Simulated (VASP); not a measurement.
A run of VASP 6.6.1 is set up as follows.

Contents of INCAR:

```
SYSTEM = Bi2Te3
ALGO = Normal
EDIFF = 1E-8
ENCUT = 520
GGA = PE
ISIF = 2
ISMEAR = -1
LASPH = .True.
LCHARG = .False.
LEFG = .True.
LREAL = .False.
LWAVE = .False.
NBANDS = 32
NELM = 100
PREC = Accurate
SIGMA = 0.08
```

Contents of KPOINTS:

```
k-points
0
Gamma
  7 7 7
  0 0 0
```

The input POSCAR:

```
Bi2Te3
1.0
    2.1856660536      1.2618948844     10.1316708497
   -2.1856660536      1.2618948844     10.1316708497
    0.0000000000     -2.5237897687     10.1316708497
Bi Te
2 3
Direct
    0.4000000000      0.4000000000      0.4000000000
    0.6000000000      0.6000000000      0.6000000000
    0.0000000000      0.0000000000      0.0000000000
    0.2095000000      0.2095000000      0.2095000000
    0.7905000000      0.7905000000      0.7905000000
```

Potentials or basis: VASP PAW PBE potentials, release 64 (Bi_d, Te).

Command:

```bash
$ cat potpaw_PBE.64/Bi_d/POTCAR potpaw_PBE.64/Te/POTCAR > POTCAR
$ mpirun -np 1 vasp_std > vasp.out
```

Task: What does it give for the pressure?

Result: 2.5 GPa.

Task: Estimate the band gap on the k mesh.

Result: 0.27 eV.

Electric field gradients, principal values (V/Å²):
```tsv
atom	least	middle	greatest (by size)
1 Bi	-13.362	-13.362	26.723
2 Bi	-13.362	-13.362	26.723
3 Te	-47.049	-47.049	94.099
4 Te	-4.550	-4.550	9.101
5 Te	-4.550	-4.550	9.101
```

Caveat: without QUAD_EFG the Cq values of the log hold for a quadrupole moment of 1 mb, not for the nuclei; spin-orbit coupling is left out, which moves the levels of the heavy elements; an odd mesh through Γ misses points on the zone boundary, where band edges can lie.
